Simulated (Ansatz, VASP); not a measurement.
## One calculation of Os, two programs

```
CELL_PARAMETERS angstrom
2.76014 0.00000 0.00000
-1.38007 2.39035 0.00000
0.00000 0.00000 4.33886
ATOMIC_POSITIONS crystal
Os 0.33333 0.66667 0.25000
Os 0.66667 0.33333 0.75000
```

Alike in both runs: task single point; functional BLYP; k mesh 21 × 21 × 12; occupations fermi-dirac, width 0.1 eV; no spin polarisation.

|  | VASP | Ansatz |
| --- | --- | --- |
| version | VASP 6.6.1 | Ansatz 0.2.0 |
| potentials or method | VASP PAW PBE potentials, release 64 (Os_sv_GW), cutoff 560 eV | plane waves (420 eV) with PAW, scalar-relativistic |
| valence electrons in the cell | 32 | 32 |

VASP gave:

```
pressure (GPa)                                                : 15.8
traceless stress, the component that is largest in VASP (GPa) : 1.52
```

Task: Which values does Ansatz return?

Result: Pressure (GPa): 15.6; traceless stress, the component that is largest in VASP (GPa): 1.40.

VASP's potentials were made for PBE, not for BLYP.

Spin-orbit coupling is off throughout.
